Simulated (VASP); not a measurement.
# IrPt3 (Pm-3m) in VASP: further runs

Runs on IrPt3. Level: LDA. Tasks: single point, relaxation of volume and atoms at fixed shape.

Everything below comes from runs of VASP 6.6.1. Logs are shortened: lines on timing, memory, paths and dates and some standing lists are left out, and cuts for length are marked.

### Step 1. The cell of the first run

It takes space group Pm-3m (No. 221, cubic). Conventional cell: a = 3.874 Å, b = 3.874 Å, c = 3.874 Å, α = 90.00°, β = 90.00°, γ = 90.00°. Ir (site symmetry m-3m) has 12 Pt at 2.74 Å within 3.6 Å. Within 3.6 Å of Pt (site symmetry 4/mmm) lie 4 Ir at 2.74 Å and 8 Pt at 2.74 Å.

### Step 2. Single point, LDA

INCAR

```
PREC = Accurate ; ENCUT = 520
EDIFF = 1E-6 ; ISMEAR = 1
SIGMA = 0.05 ; LREAL = F
LASPH = T ; NELM = 100
ALGO = Normal ; ISIF = 2
LWAVE = F ; LCHARG = F
NBANDS = 28
```

KPOINTS

```
regular mesh
0
Gamma
  5 5 5
```

POSCAR

```
IrPt3
1.0
    3.8743352991      0.0000000000      0.0000000000
    0.0000000000      3.8743352991      0.0000000000
    0.0000000000      0.0000000000      3.8743352991
Ir Pt
1 3
Direct
    0.0000000000      0.0000000000      0.0000000000
    0.0000000000      0.5000000000      0.5000000000
    0.5000000000      0.0000000000      0.5000000000
    0.5000000000      0.5000000000      0.0000000000
```

Potentials or basis: VASP PAW LDA potentials, release 64 (Ir, Pt).

Run with:

```sh
$ cat potpaw_LDA.64/Ir/POTCAR potpaw_LDA.64/Pt/POTCAR > POTCAR
$ mpirun -np 1 vasp_std > vasp.out
```

OUTCAR:

```text
PREC = Accurate
   ENCUT = 520
   EDIFF = 1E-6
   ISMEAR = 1
   LREAL = F
   LASPH = T
   NELM = 100
   ISIF = 2

 ion  position               nearest neighbor table
   1  0.000  0.000  0.000-   2 2.74   3 2.74   4 2.74   2 2.74   3 2.74   2 2.74   4 2.74   2 2.74
                             3 2.74   4 2.74   3 2.74   4 2.74
   2  0.000  0.500  0.500-   1 2.74   3 2.74   4 2.74   1 2.74   4 2.74   1 2.74   3 2.74   1 2.74
                             3 2.74   4 2.74   4 2.74   3 2.74
   3  0.500  0.000  0.500-   1 2.74   2 2.74   4 2.74   1 2.74   4 2.74   2 2.74   4 2.74   4 2.74
                             1 2.74   2 2.74   1 2.74   2 2.74
   4  0.500  0.500  0.000-   1 2.74   2 2.74   3 2.74   2 2.74   3 2.74   1 2.74   3 2.74   3 2.74
                             1 2.74   2 2.74   2 2.74   1 2.74

  LATTYP: Found a simple cubic cell.
 ALAT       =     3.8743352991

  Lattice vectors:

 A1 = (   3.8743352991,   0.0000000000,   0.0000000000)
 A2 = (   0.0000000000,   3.8743352991,   0.0000000000)
 A3 = (   0.0000000000,   0.0000000000,   3.8743352991)

Analysis of symmetry for initial positions (statically):
=====================================================================
 Subroutine PRICEL returns:
 Original cell was already a primitive cell.

 Routine SETGRP: Setting up the symmetry group for a
 simple cubic supercell.

 Subroutine GETGRP returns: Found 48 space group operations
 (whereof 48 operations were pure point group operations)
 out of a pool of 48 trial point group operations.

The static configuration has the point symmetry O_h .

Analysis of symmetry for dynamics (positions and initial velocities):
=====================================================================
 Subroutine PRICEL returns:
 Original cell was already a primitive cell.

 Routine SETGRP: Setting up the symmetry group for a
 simple cubic supercell.

 Subroutine GETGRP returns: Found 48 space group operations
 (whereof 48 operations were pure point group operations)
 out of a pool of 48 trial point group operations.

The dynamic configuration has the point symmetry O_h .

 Subroutine INISYM returns: Found 48 space group operations
 (whereof 48 operations are pure point group operations),
 and found     1 'primitive' translations

----------------------------------------------------------------------------------------

                                     Primitive cell

  volume of cell :      58.1556

  direct lattice vectors                    reciprocal lattice vectors
     3.874335299  0.000000000  0.000000000     0.258108791  0.000000000  0.000000000
     0.000000000  3.874335299  0.000000000     0.000000000  0.258108791  0.000000000
     0.000000000  0.000000000  3.874335299     0.000000000  0.000000000  0.258108791

  length of vectors
     3.874335299  3.874335299  3.874335299     0.258108791  0.258108791  0.258108791

  position of ions in fractional coordinates (direct lattice)
     0.000000000  0.000000000  0.000000000
     0.000000000  0.500000000  0.500000000
     0.500000000  0.000000000  0.500000000
     0.500000000  0.500000000  0.000000000

  ion indices of the primitive-cell ions
   primitive index   ion index
                 1           1
                 2           2
                 3           3
                 4           4

----------------------------------------------------------------------------------------

 KPOINTS: regular mesh

Automatic generation of k-mesh.
 Grid dimensions read from file:
 generate k-points for:    5    5    5

 Generating k-lattice:

  Cartesian coordinates                     Fractional coordinates (reciprocal lattice)
     0.051621758  0.000000000  0.000000000     0.200000000  0.000000000  0.000000000
     0.000000000  0.051621758  0.000000000     0.000000000  0.200000000  0.000000000
     0.000000000  0.000000000  0.051621758     0.000000000  0.000000000  0.200000000

  Length of vectors
     0.051621758  0.051621758  0.051621758

  Shift w.r.t. Gamma in fractional coordinates (k-lattice)
     0.000000000  0.000000000  0.000000000

 Subroutine IBZKPT returns following result:
 ===========================================

 Found     10 irreducible k-points:

 Following reciprocal coordinates:
            Coordinates               Weight
  0.000000  0.000000  0.000000      1.000000
  0.200000  0.000000  0.000000      6.000000
  0.400000  0.000000  0.000000      6.000000
  0.200000  0.200000  0.000000     12.000000
  0.400000  0.200000  0.000000     24.000000
  0.400000  0.400000  0.000000     12.000000
  0.200000  0.200000  0.200000      8.000000
  0.400000  0.200000  0.200000     24.000000
  0.400000  0.400000  0.200000     24.000000
  0.400000  0.400000  0.400000      8.000000
   k-points           NKPTS =     10   k-points in BZ     NKDIM =     10   number of bands    NBANDS=     28
   number of dos      NEDOS =    301   number of ions     NIONS =      4
   total plane-waves  NPLWV =  27000
   dimension x,y,z NGX =    30 NGY =   30 NGZ =   30
   dimension x,y,z NGXF=    60 NGYF=   60 NGZF=   60
   ions per type =               1   3
   NGX,Y,Z   is equivalent  to a cutoff of  12.87, 12.87, 12.87 a.u.
   NGXF,Y,Z  is equivalent  to a cutoff of  25.75, 25.75, 25.75 a.u.
 SYSTEM =  unknown system
   PREC   = accura    normal or accurate (medium, high low for compatibility)
   ISTART =      0    job   : 0-new  1-cont  2-samecut
   ICHARG =      2    charge: 1-file 2-atom 10-const
   ISPIN  =      1    spin polarized calculation?
   LNONCOLLINEAR =      F non collinear calculations
   LSORBIT =      F    spin-orbit coupling
   LASPH  =      T    aspherical Exc in radial PAW
   ENCUT  =  520.0 eV  38.22 Ry    6.18 a.u.   7.20  7.20  7.20*2*pi/ulx,y,z
   NELM   =    100;   NELMIN=  2; NELMDL= -5     # of ELM steps
   EDIFF  = 0.1E-05   stopping-criterion for ELM
   LREAL  =      F    real-space projection
   EDIFFG = 0.1E-04   stopping-criterion for IOM
   NSW    =      0    number of steps for IOM
   IBRION =     -1    ionic relax: 0-MD 1-quasi-New 2-CG
   NFREE  =      0    steps in history (QN), initial steepest desc. (CG)
   ISIF   =      2    stress and relaxation
   ISYM   =      2    0-nonsym 1-usesym 2-fastsym
   POTIM  = 0.5000    time-step for ionic-motion
   TEBEG  =    0.0;   TEEND  =   0.0 temperature during run
   PSTRESS=    0.0 pullay stress
   NELECT =      39.0000    total number of electrons
   NUPDOWN=      -1.0000    fix difference up-down
   EMIN   =  10.00;   EMAX   =-10.00  energy-range for DOS
   EFERMI =   0.00;   METHOD = LEGACY
   ISMEAR =     1;   SIGMA  =   0.05  broadening in eV -4-tet -1-fermi 0-gaus
   EFERMI_NEDOS =   21; number of points for ismear=-14 and -15
   IALGO  =     38    algorithm
   IMIX   =      4    mixing-type and parameters
     AMIX     =   0.40;   BMIX     =  1.00
     AMIX_MAG =   1.60;   BMIX_MAG =  1.00
  volume/ion in A,a.u.               =      14.54        98.11
  Fermi-wavevector in a.u.,A,eV,Ry     =   1.432955  2.707892 27.937652  2.053360
  Thomas-Fermi vector in A             =   2.552526
   LORBIT       =      0    0 simple, 1 ext, 2 COOP (PROOUT), +10 PAW based schemes
   GGA     = CA    functional components
   LHFCALC =     F    Hartree Fock is set to
   AEXX    =    0.0000 exact exchange contribution
   IVDW    =     0    specifies the selected vdW correction
   LEPSILON=     F    determine dielectric tensor
   LRPA    =     F    only Hartree local field effects (RPA)
 non-spin polarized calculation
 Methfessel and Paxton  Order N= 1 SIGMA  =   0.05
  energy-cutoff  :      520.00
  volume of cell :       58.16
 maximum number of plane-waves:      1574
 NGX is ok and might be reduce to    30
   NGX = 15   NGY = 15   NGZ = 15

 number of electron      38.9999990 magnetization

 Free energy of the ion-electron system (eV)
  ---------------------------------------------------
  ext. energy  EPLUGINS =         0.00000000
  ---------------------------------------------------
  free energy    TOTEN  =       -32.48765405 eV

  energy without entropy =      -32.48660955  energy(sigma->0) =      -32.48730588

 E-fermi :  11.4774     XC(G=0): -13.9208

 val. band max:       11.4708370120   @ k =   0.2000   0.2000   0.0000
 cond. band min:      11.4842047128   @ k =   0.2000   0.2000   0.2000
 fundamental gap:      0.0133677009
 Fermi energy:        11.4774292671

 k-point     1 :       0.0000    0.0000    0.0000
  band No.  band energies     occupation
      1       0.6552      2.00000
      2       3.7550      2.00000
      3       3.8426      2.00000
      4       3.8426      2.00000
      5       4.2942      2.00000
      6       4.2942      2.00000
[... 20 lines left out ...]
     27      21.0959      0.00000
     28      22.7302      0.00000

 k-point     2 :       0.2000    0.0000    0.0000
  band No.  band energies     occupation
      1       1.2107      2.00000
      2       4.0067      2.00000
      3       4.1901      2.00000
      4       4.2620      2.00000
      5       4.5269      2.00000
      6       4.6587      2.00000
[... 20 lines left out ...]
     27      22.4398      0.00000
     28      22.4398      0.00000

 k-point     3 :       0.4000    0.0000    0.0000
  band No.  band energies     occupation
      1       2.6867      2.00000
      2       4.0458      2.00000
      3       5.0337      2.00000
      4       5.1741      2.00000
      5       5.1976      2.00000
      6       5.7285      2.00000
[... 20 lines left out ...]
     27      21.0407      0.00000
     28      21.0407      0.00000

 k-point     4 :       0.2000    0.2000    0.0000
  band No.  band energies     occupation
      1       1.7253      2.00000
      2       4.3789      2.00000
      3       4.4688      2.00000
      4       4.4702      2.00000
      5       4.8490      2.00000
      6       4.8810      2.00000
[... 144 lines left out ...]
     27      22.3583      0.00000
     28      24.6476      0.00000

 k-point     9 :       0.4000    0.4000    0.2000
  band No.  band energies     occupation
      1       3.8023      2.00000
      2       4.5121      2.00000
      3       4.5201      2.00000
      4       4.7493      2.00000
      5       6.4475      2.00000
      6       6.6349      2.00000
[... 20 lines left out ...]
     27      19.9397      0.00000
     28      22.2434      0.00000

 k-point    10 :       0.4000    0.4000    0.4000
  band No.  band energies     occupation
      1       3.5734      2.00000
      2       3.8983      2.00000
      3       3.9176      2.00000
      4       3.9176      2.00000
      5       6.9556      2.00000
      6       6.9556      2.00000
[... 20 lines left out ...]
     27      17.9606      0.00000
     28      19.7373      0.00000

------------------------ aborting loop because EDIFF is reached ----------------------------------------

  FORCE on cell =-STRESS in cart. coord.  units (eV):
  Direction    XX          YY          ZZ          XY          YZ          ZX
  --------------------------------------------------------------------------------------
  -------------------------------------------------------------------------------------
  Total        0.3925371      0.3925371      0.3925371      0.0000000     -0.0000000      0.0000000
  in kB       10.8143302     10.8143302     10.8143302      0.0000000     -0.0000000      0.0000000
  external PRESSURE =      10.8143302 kB  Pullay stress =       0.0000000 kB

 VOLUME and BASIS-vectors are now :
 -----------------------------------------------------------------------------
  energy-cutoff  :      520.00
  volume of cell :       58.16
      direct lattice vectors                 reciprocal lattice vectors
     3.874335299  0.000000000  0.000000000     0.258108791  0.000000000  0.000000000
     0.000000000  3.874335299  0.000000000     0.000000000  0.258108791  0.000000000
     0.000000000  0.000000000  3.874335299     0.000000000  0.000000000  0.258108791

 POSITION                                       TOTAL-FORCE (eV/Angst)
 -----------------------------------------------------------------------------------
      0.00000      0.00000      0.00000         0.000000      0.000000      0.000000
      0.00000      1.93717      1.93717         0.000000      0.000000      0.000000
      1.93717      0.00000      1.93717         0.000000      0.000000      0.000000
      1.93717      1.93717      0.00000         0.000000      0.000000      0.000000
 -----------------------------------------------------------------------------------
    total drift:                                0.000000      0.000000     -0.000000

  FREE ENERGIE OF THE ION-ELECTRON SYSTEM (eV)
  ---------------------------------------------------
  free  energy   TOTEN  =       -32.4876540512 eV

  energy  without entropy=      -32.4866095467  energy(sigma->0) =      -32.48730588
```

Wall time 6.6 s (1 thread of Intel Xeon 6975P-C (Granite Rapids), shared host); peak memory 0.15 GiB.

What came out:

* Free energy: -32.4877 eV
* Pressure: 1.1 GPa

Caveat: spin-orbit coupling is left out, which moves the levels of the heavy elements.

### Step 3. Relaxation of volume and atoms at fixed shape, LDA

This run uses another cell than the first one, of 15.42 Å³/atom, 1.061 times its volume.

INCAR

```
ALGO     = Normal         # electronic algorithm
EDIFF    = 1E-6           # SCF threshold, eV
EDIFFG   = -0.03          # ionic threshold
ENCUT    = 600            # plane-wave cutoff, eV
GGA      = CA             # functional
IBRION   = 2              # ionic algorithm
ISIF     = 8              # what is computed and relaxed
ISMEAR   = 1              # smearing method
LASPH    = True           # aspherical terms in the spheres
LCHARG   = False          # write CHGCAR
LREAL    = False          # projectors in reciprocal space
LWAVE    = False          # write WAVECAR
NELM     = 60             # most SCF steps
NSW      = 60             # ionic steps
PREC     = Accurate       # precision mode
SIGMA    = 0.05           # smearing width, eV
```

KPOINTS

```
k-points
0
Gamma
  5 5 5
```

POSCAR

```
IrPt3
1.0
    3.9512500000      0.0000000000      0.0000000000
    0.0000000000      3.9512500000      0.0000000000
    0.0000000000      0.0000000000      3.9512500000
Ir Pt
1 3
Direct
    0.0000000000      0.0000000000      0.0000000000
    0.0000000000      0.5000000000      0.5000000000
    0.5000000000      0.0000000000      0.5000000000
    0.5000000000      0.5000000000      0.0000000000
```

Potentials or basis: VASP PAW LDA potentials, release 64 (Ir, Pt).

Run with:

```sh
$ cat potpaw_LDA.64/Ir/POTCAR potpaw_LDA.64/Pt/POTCAR > POTCAR
$ mpirun -np 1 vasp_std > vasp.out
```

Run time: 21 s. Hardware: 1 thread of Intel Xeon 6975P-C (Granite Rapids), shared host; peak memory 0.17 GiB.

It converged, with:

- Free energy: -32.4893 eV
- Relaxed volume: 14.59 Å³/atom
- Relaxed cell: a = 3.879 Å, b = 3.879 Å, c = 3.879 Å, α = 90.00°, β = 90.00°, γ = 90.00°
- Space group after relaxing (to 0.05 Å): Pm-3m (No. 221)
- Energy gained by relaxing: 43.3 meV/atom
- Ionic steps: 5
- Pressure after relaxing: 0.0 GPa

The path:
```tsv
step	energy change (eV)	largest force (eV/Å)	pressure (GPa)	volume (Å³)
1	0.0000	0.0000	-15.74	61.69
2	1.9692	0.0000	88.61	49.13
3	-0.1722	0.0000	-1.25	58.59
4	-0.1730	0.0000	-0.35	58.42
5	-0.1731	0.0000	0.01	58.36
```

Final structure:
```yaml
crystal:
  lattice:
    - [3.87884, 0.00000, 0.00000]
    - [0.00000, 3.87884, 0.00000]
    - [0.00000, 0.00000, 3.87884]
  atoms:
    - { symbol: Ir, position: [0.00000, 0.00000, 0.00000] }
    - { symbol: Pt, position: [0.00000, 0.50000, 0.50000] }
    - { symbol: Pt, position: [0.50000, 0.00000, 0.50000] }
    - { symbol: Pt, position: [0.50000, 0.50000, 0.00000] }
```

Levels at points of the mesh, in eV from the Fermi level:
```tsv
k point	band 17	band 18	band 19	band 20	band 21	band 22
(0.00, 0.00, 0.00)	0.35	0.35	0.99	0.99	0.99	1.59
```

Caveat: spin-orbit coupling is left out, which moves the levels of the heavy elements.
